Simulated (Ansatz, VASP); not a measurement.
AlN: VASP beside Ansatz

Contents of INCAR:

```
PREC     = Accurate       # precision mode
ENCUT    = 520            # plane-wave cutoff, eV
EDIFF    = 1E-6           # SCF threshold, eV
ISMEAR   = 0              # smearing method
SIGMA    = 0.05           # smearing width, eV
LREAL    = False          # projectors in reciprocal space
LASPH    = True           # aspherical terms in the spheres
NELM     = 60             # most SCF steps
ALGO     = Normal         # electronic algorithm
ISIF     = 2              # what is computed and relaxed
LWAVE    = False          # write WAVECAR
LCHARG   = True           # write CHGCAR
LELF     = True           # ELF
LVHAR    = True         
NBANDS   = 26             # bands
```

Contents of KPOINTS:

```
Automatic mesh
0
Gamma
  8 6 4
```

The input POSCAR:

```
AlN
1.0
   -1.6378403119      2.8368226349      0.0000000000
    0.0000000000      0.0000000000      4.1006264518
    4.9135209358      2.8368226349      0.0000000000
Al N
4 4
Direct
    0.3397968665      0.7500000000      0.2394480499
    1.0000000000      0.7500000000      0.6666666667
    0.0000000000      0.2500000000      0.3333333333
    0.5000000000      0.2500000000      0.8333333333
    0.5000000000      0.2500000000      0.1666666667
    1.0000000000      0.2500000000      0.6666666667
    0.0000000000      0.7500000000      0.3333333333
    0.5000000000      0.7500000000      0.8333333333
```

Input for Ansatz:

```yaml
crystal:
  lattice:
    - [-1.6378403119, 2.8368226349, 0.0]
    - [0.0, 0.0, 4.1006264518]
    - [4.9135209358, 2.8368226349, 0.0]
  atoms:
    - { symbol: Al, position: [0.3397968665, 0.75, 0.2394480499] }
    - { symbol: Al, position: [1.0, 0.75, 0.6666666667] }
    - { symbol: Al, position: [0.0, 0.25, 0.3333333333] }
    - { symbol: Al, position: [0.5, 0.25, 0.8333333333] }
    - { symbol: "N", position: [0.5, 0.25, 0.1666666667] }
    - { symbol: "N", position: [1.0, 0.25, 0.6666666667] }
    - { symbol: "N", position: [0.0, 0.75, 0.3333333333] }
    - { symbol: "N", position: [0.5, 0.75, 0.8333333333] }
basis:
  ecutwfc: 420
kpoints:
  mp_grid: { grid: [8, 6, 4] }
hamiltonian:
  xc: lda
  pseudopotentials: { kind: paw, azcp: { folder: soft_1 } }
scf:
  occupations: { method: gaussian, width: 0.05 }
output:
  forces: true
  stress: true
  eigenvalues: true
```

Alike in both runs: task single point; functional LDA; k mesh 8 × 6 × 4; occupations gaussian, width 0.05 eV; no spin polarisation.

```csv
,VASP,Ansatz
version,VASP 6.6.1,Ansatz 0.2.0
potentials or method,"VASP PAW LDA potentials, release 64 (Al, N), cutoff 520 eV","scalar-relativistic, plane waves, PAW"
valence electrons in the cell,32,32
```

|  | VASP | Ansatz | Ansatz less VASP |
| --- | --- | --- | --- |
| gap on the k mesh at the Fermi level (eV) | 2.89 | 2.91 | +0.021 |
| least direct gap on the mesh (eV) | 2.89 | 2.91 | +0.021 |
| rms of the force components (eV/Å) | 14.942 | 15.597 | +0.6551 |

Ansatz warns that its potentials were made for another functional, while VASP's fit it. LDA's correlation is that of Perdew and Zunger in VASP and of Perdew and Wang (1992) in Ansatz. Atom by atom the forces differ by 0.657 eV/Å (rms over components).
